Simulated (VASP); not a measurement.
# MoS2 (R3m) in VASP: further runs, part 2 of 2

VASP 6.6.1. Earlier steps stand in the parts before.

### Step 4. Single point, LDA (18.75 Å³/atom)

This run uses another cell than the first one, of 18.75 Å³/atom.

Contents of INCAR:

```
SYSTEM = MoS2
  ALGO = Normal
  EDIFF = 1E-7
  ENCUT = 520
  GGA = CA
  ISIF = 2
  ISMEAR = -1
  LASPH = .TRUE.
  LCHARG = .FALSE.
  LREAL = .FALSE.
  LWAVE = .FALSE.
  NBANDS = 20
  NELM = 80
  PREC = Accurate
  SIGMA = 0.05
```

Contents of KPOINTS:

```
k-points
0
G
  15 15 15
  0 0 0
```

Contents of POSCAR:

```
MoS2
1.0
    1.6125180425      0.9309877259      6.2434257839
   -1.6125180425      0.9309877259      6.2434257839
    0.0000000000     -1.8619754517      6.2434257839
Mo S
1 2
Direct
    0.0000000000      0.0000000000      0.0000000000
    0.7484000000      0.7484000000      0.7484000000
    0.5849000000      0.5849000000      0.5849000000
```

Potentials or basis: VASP PAW LDA potentials, release 64 (Mo_sv, S).

The run is started by

```sh
> cat potpaw_LDA.64/Mo_sv/POTCAR potpaw_LDA.64/S/POTCAR > POTCAR
> mpirun -np 1 vasp_std > vasp.out
```

OUTCAR:

```text
SYSTEM = MoS2
   EDIFF = 1E-7
   ENCUT = 520
   GGA = CA
   ISIF = 2
   ISMEAR = -1
   LASPH = .TRUE.
   LREAL = .FALSE.
   NELM = 80
   PREC = Accurate

 ion  position               nearest neighbor table
   1  0.000  0.000  0.000-   2 2.41   2 2.41   2 2.41   3 2.41   3 2.41   3 2.41
   2  0.748  0.748  0.748-   1 2.41   1 2.41   1 2.41
   3  0.585  0.585  0.585-   1 2.41   1 2.41   1 2.41

  LATTYP: Found a trigonal (rhomboedric) cell.
 ALAT       =     6.5151606352
 COS(alpha) =     0.8774851014

  Lattice vectors:

 A1 = (   1.6125180425,   0.9309877259,   6.2434257839)
 A2 = (  -1.6125180425,   0.9309877259,   6.2434257839)
 A3 = (   0.0000000000,  -1.8619754517,   6.2434257839)

Analysis of symmetry for initial positions (statically):
=====================================================================
 Subroutine PRICEL returns:
 Original cell was already a primitive cell.

 Routine SETGRP: Setting up the symmetry group for a
 trigonal (rhombohedral) supercell.

 Subroutine GETGRP returns: Found  6 space group operations
 (whereof  6 operations were pure point group operations)
[... 158 lines left out ...]
  ---------------------------------------------------
  ext. energy  EPLUGINS =         0.00000000
  ---------------------------------------------------
  free energy    TOTEN  =       -24.37125847 eV

  energy without entropy =      -24.37124795  energy(sigma->0) =      -24.37125321

 E-fermi :   7.1416     XC(G=0): -10.8304

 val. band max:        6.8714553848   @ k =   0.4667   0.4667   0.4667
 cond. band min:       7.5109648818   @ k =  -0.2000   0.4667   0.1333
 fundamental gap:      0.6395094970
 Fermi energy:         7.1416439654

 k-point     1 :       0.0000    0.0000    0.0000
  band No.  band energies     occupation
      1     -54.4541      2.00000
      2     -28.7744      2.00000
      3     -28.6052      2.00000
      4     -28.6052      2.00000
      5      -7.9897      2.00000
      6      -6.3216      2.00000
[... 541 lines left out ...]
     19      15.1620      0.00000
     20      15.6975      0.00000

 [... further k-points ...]
[... 5 lines left out ...]
  --------------------------------------------------------------------------------------
  -------------------------------------------------------------------------------------
  Total       -3.1202418     -3.1202418     -1.0379786      0.0000000     -0.0000000     -0.0000000
  in kB      -88.8947448    -88.8947448    -29.5716973      0.0000000     -0.0000000     -0.0000000
  external PRESSURE =     -69.1203957 kB  Pullay stress =       0.0000000 kB

 VOLUME and BASIS-vectors are now :
 -----------------------------------------------------------------------------
  energy-cutoff  :      520.00
  volume of cell :       56.24
      direct lattice vectors                 reciprocal lattice vectors
     1.612518043  0.930987726  6.243425784     0.310074050  0.179021336  0.053389492
    -1.612518043  0.930987726  6.243425784    -0.310074050  0.179021336  0.053389492
     0.000000000 -1.861975452  6.243425784     0.000000000 -0.358042672  0.053389492

 POSITION                                       TOTAL-FORCE (eV/Angst)
 -----------------------------------------------------------------------------------
      0.00000      0.00000      0.00000         0.000000     -0.000000     -0.002374
      0.00000      0.00000     14.01774         0.000000     -0.000000     -0.155342
      0.00000      0.00000     10.95534         0.000000      0.000000      0.157716
 -----------------------------------------------------------------------------------
    total drift:                                0.000000      0.000000     -0.000043

  FREE ENERGIE OF THE ION-ELECTRON SYSTEM (eV)
  ---------------------------------------------------
  free  energy   TOTEN  =       -24.3712584708 eV

  energy  without entropy=      -24.3712479506  energy(sigma->0) =      -24.37125321
```

Run time: 19 min. Hardware: 1 thread of Oxide Virtual Turin-like, shared host; peak memory 0.48 GiB.

What came out:

- Free energy: -24.3713 eV
- Pressure: -6.9 GPa
- Largest force: 0.158 eV/Å
- Band gap on the k mesh: 0.64 eV (least direct gap 1.51 eV)

Forces on the atoms (eV/Å):
```
Mo   0.000  0.000 -0.002
S    0.000  0.000 -0.155
S    0.000  0.000  0.158
```

Stress tensor (GPa, compression positive):
```
-8.89  0.00  0.00
 0.00 -8.89  0.00
 0.00  0.00 -2.96
```

Levels at points of the mesh, in eV from the valence-band top:
| k point | band 10 | band 11 | band 12 | band 13 | band 14 | band 15 | band 16 | band 17 |
| --- | --- | --- | --- | --- | --- | --- | --- | --- |
| (0.00, 0.00, 0.00) | -2.47 | -2.47 | -1.24 | -1.03 | 1.83 | 1.83 | 2.26 | 2.26 |

Caveat: the stress differs along the axes, from -9 to -3 GPa; semilocal functionals underestimate gaps, and a narrow one can read as zero. A k mesh can miss the band edges.

### Step 5. Summary

| cell | gap on the mesh (eV) | pressure (GPa) | largest force (eV/Å) |
| --- | --- | --- | --- |
| a = 6.400 Å, angles 29.2°, 3 atoms | 0.38 | -4.3 | 0.40 |
| a = 6.507 Å, angles 28.1°, 3 atoms | 0.90 | -1.8 | 0.22 |
| a = 6.515 Å, angles 28.7°, 3 atoms | 0.64 | -6.9 | 0.16 |

Alike in all rows: task single point; level LDA; potentials or basis VASP PAW LDA potentials, release 64 (Mo_sv, S); no spin polarisation; k mesh 15 × 15 × 15; cutoff (eV) 520; smearing fermi-dirac 0.05 eV.

Caveats: semilocal functionals underestimate gaps, and a narrow one can read as zero (at least some runs); the stress differs along the axes, from -7 to 2 GPa (at least some runs); the stress differs along the axes, from -9 to -3 GPa (at least some runs).

Absolute energies hang on the potentials; compare differences alone.
